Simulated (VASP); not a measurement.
A run of VASP 6.6.1:

The input INCAR:

```
SYSTEM = Nd2As3W
ALGO     = Normal         ! electronic algorithm
EDIFF    = 1E-6           ! SCF threshold, eV
ENCUT    = 500            ! plane-wave cutoff, eV
GGA      = PE             ! functional
GGA_COMPAT= .False.      
ISIF     = 2              ! what is computed and relaxed
ISMEAR   = 0              ! smearing method
LASPH    = .True.         ! aspherical terms in the spheres
LCHARG   = .True.         ! write CHGCAR
LELF     = .True.         ! ELF
LMAXMIX  = 6              ! l up to which the mixer works
LREAL    = .False.        ! projectors in reciprocal space
LVHAR    = .True.       
LWAVE    = .False.        ! write WAVECAR
NBANDS   = 34             ! bands
NELM     = 200            ! most SCF steps
PREC     = Accurate       ! precision mode
SIGMA    = 0.1            ! smearing width, eV
```

Contents of KPOINTS:

```
k-points
0
Gamma
  3 3 4
  0 0 0
```

The input POSCAR:

```
Nd2As3W
1.0
    5.7184199447      0.0000000026      0.0000000000
   -2.8592099746      4.9522969403      0.0000000000
    0.0000000000      0.0000000000      5.1056332708
Nd As W
2 3 1
Direct
    0.6666666667      0.3333333333      0.0000000000
    0.3333333333      0.6666666667      0.0000000000
    0.0000000000      0.5000000000      0.5000000000
    0.5000000000      0.5000000000      0.5000000000
    0.5000000000      0.0000000000      0.5000000000
    0.0000000000      0.0000000000      0.0000000000
```

Potentials or basis: VASP PAW PBE potentials, release 64 (Nd_3, As, W_sv), 4f in core.

The run is started by

```bash
$ cat potpaw_PBE.64/Nd_3/POTCAR potpaw_PBE.64/As/POTCAR potpaw_PBE.64/W_sv/POTCAR > POTCAR
$ mpirun -np 1 vasp_std > vasp.out
```

Hardware: 1 thread of Intel(R) Xeon(R) 6975P-C (Granite Rapids), on a shared host.

**Question.** Estimate the wall time of this run.

**Answer.** Run time: 32 s on 1 thread of Intel(R) Xeon(R) 6975P-C (Granite Rapids) (shared host), peak memory 0.26 GiB. Counts: scf iterations 16, k points 9.
